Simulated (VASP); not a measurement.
Input of a VASP 6.6.1 run:

The input INCAR:

```
  PREC = Accurate
  ENCUT = 600
  EDIFF = 1E-6
  ISMEAR = 0
  SIGMA = 0.05
  LREAL = F
  LASPH = T
  NELM = 120
  ALGO = Normal
  ISIF = 2
  LWAVE = F
  LCHARG = T
  GGA = PE
  LELF = T
  LVHAR = T
  NBANDS = 11
  GGA_COMPAT = F
```

The input KPOINTS:

```
regular mesh
0
Gamma
  4 4 4
```

The input POSCAR:

```
SiC
1.0
    0.0000000000      2.1740000000      2.1740000000
    2.1740000000      0.0000000000      2.1740000000
    2.1740000000      2.1740000000      0.0000000000
Si C
1 1
Direct
    0.0000000000      0.0000000000      0.0000000000
    0.7500000000      0.7500000000      0.7500000000
```

Potentials or basis: VASP PAW PBE potentials, release 64 (Si, C).

The run is started by

```bash
$ cat potpaw_PBE.64/Si/POTCAR potpaw_PBE.64/C/POTCAR > POTCAR
$ mpirun -np 1 vasp_std > vasp.out
```

(1) What does it give for the band gap on the k mesh?

(2) Estimate the pressure.

Answers

(1) 1.30 eV, indirect (least direct gap 4.52 eV).

(2) 5.1 GPa.

Caveat: the k points lie up to 0.63 Å⁻¹ apart.
